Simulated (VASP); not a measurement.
A run of VASP 6.6.1 is set up as follows.

The input INCAR:

```
SYSTEM = AlN
PREC     = Accurate       ! precision mode
ENCUT    = 600            ! plane-wave cutoff, eV
EDIFF    = 1E-6           ! SCF threshold, eV
ISMEAR   = 0              ! smearing method
SIGMA    = 0.01           ! smearing width, eV
LREAL    = .False.        ! projectors in reciprocal space
LASPH    = .True.         ! aspherical terms in the spheres
NELM     = 120            ! most SCF steps
ALGO     = Normal         ! electronic algorithm
ISIF     = 2              ! what is computed and relaxed
LWAVE    = .False.        ! write WAVECAR
LCHARG   = .False.        ! write CHGCAR
GGA      = PS             ! functional
NBANDS   = 11             ! bands
GGA_COMPAT= .False.
```

Contents of KPOINTS:

```
Automatic mesh
0
Gamma
  7 7 7
  0 0 0
```

The input POSCAR:

```
AlN
1.0
    0.0000000000      1.9150273988      1.9150273988
    1.9150273988      0.0000000000      1.9150273988
    1.9150273988      1.9150273988      0.0000000000
Al N
1 1
Direct
    0.0000000000      0.0000000000      0.0000000000
    0.5000000000      0.5000000000      0.5000000000
```

Potentials or basis: VASP PAW PBE potentials, release 64 (Al, N).

Command:

```bash
$ cat potpaw_PBE.64/Al/POTCAR potpaw_PBE.64/N/POTCAR > POTCAR
$ mpirun -np 1 vasp_std > vasp.out
```

Problem. What does it give for the band gap on the k mesh?

Solution. 4.99 eV, indirect (least direct gap 8.14 eV).

Problem. Estimate the pressure.

Solution. 59.5 GPa.

Caveat: the PAW data sets were made with another functional, which shifts forces and pressure a little. A hybrid or GW would open this gap; PBEsol tends to underestimate it.
